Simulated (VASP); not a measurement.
A run of VASP 6.6.1 is set up as follows.

File INCAR:

```
SYSTEM = P
PREC = Accurate ; ENCUT = 520
EDIFF = 1E-6 ; ISMEAR = -1
SIGMA = 0.1 ; LREAL = .FALSE.
LASPH = .TRUE. ; NELM = 60
ALGO = Normal ; ISIF = 2
LWAVE = .FALSE. ; LCHARG = .FALSE.
GGA = RP ; NBANDS = 8
```

File KPOINTS:

```
Automatic mesh
0
G
  21 21 21
  0 0 0
```

File POSCAR:

```
P
1.0
    2.4562692664      0.0000000000      0.0000000000
    0.0000000000      2.4562692664      0.0000000000
    0.0000000000      0.0000000000      2.4562692664
P
1
Direct
    0.0000000000      0.0000000000      0.0000000000
```

Potentials or basis: VASP PAW PBE potentials, release 64 (P).

Run with:

```sh
$ cat potpaw_PBE.64/P/POTCAR > POTCAR
$ mpirun -np 1 vasp_std > vasp.out
```

(1) What does it give for the pressure?

Answers

(1) -0.2 GPa.

Caveat: the PAW data sets were made with another functional, which shifts forces and pressure a little.
